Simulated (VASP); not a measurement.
A run of VASP 6.6.1 is set up as follows.

INCAR

```
SYSTEM = Al2Cu
  PREC = Accurate
  ENCUT = 520
  EDIFF = 1E-7
  ISMEAR = 0
  SIGMA = 0.15
  LREAL = .False.
  LASPH = .True.
  NELM = 100
  ALGO = Fast
  ISIF = 2
  LWAVE = .False.
  LCHARG = .True.
  GGA = PS
  LELF = .True.
  LVHAR = .True.
  NBANDS = 16
```

The input KPOINTS:

```
regular mesh
0
Gamma
  10 10 14
  0 0 0
```

POSCAR

```
Al2Cu
1.0
    4.0366268726      0.0000000000      0.0000000000
    0.0000000000      4.0366268726      0.0000000000
    0.0000000000      0.0000000000      2.9122037200
Al Cu
2 1
Direct
    0.5024873978      0.0000000000      0.5000000000
   -0.0363105904      0.5000000000      0.5000000000
    0.0143612780      0.0000000000      0.0000000000
```

Potentials or basis: VASP PAW PBE potentials, release 64 (Al, Cu).

Run with:

```bash
$ cat potpaw_PBE.64/Al/POTCAR potpaw_PBE.64/Cu/POTCAR > POTCAR
$ mpirun -np 1 vasp_std > vasp.out
```

**Question.** What does it give for the pressure?

**Answer.** 0.7 GPa.

**Question.** Estimate the largest force.

**Answer.** 0.396 eV/Å.

Forces in eV/Å, atoms in the order of the input:
```
Al  -0.084  0.000  0.000
Al   0.396  0.000  0.000
Cu  -0.312  0.000  0.000
```

Caveat: the cell differs from its parent crystal (mode 4 frozen in at -0.148 Å, strain +e along z and -e/2 along x and y +0.0233); the PAW data sets were made with another functional, which shifts forces and pressure a little.
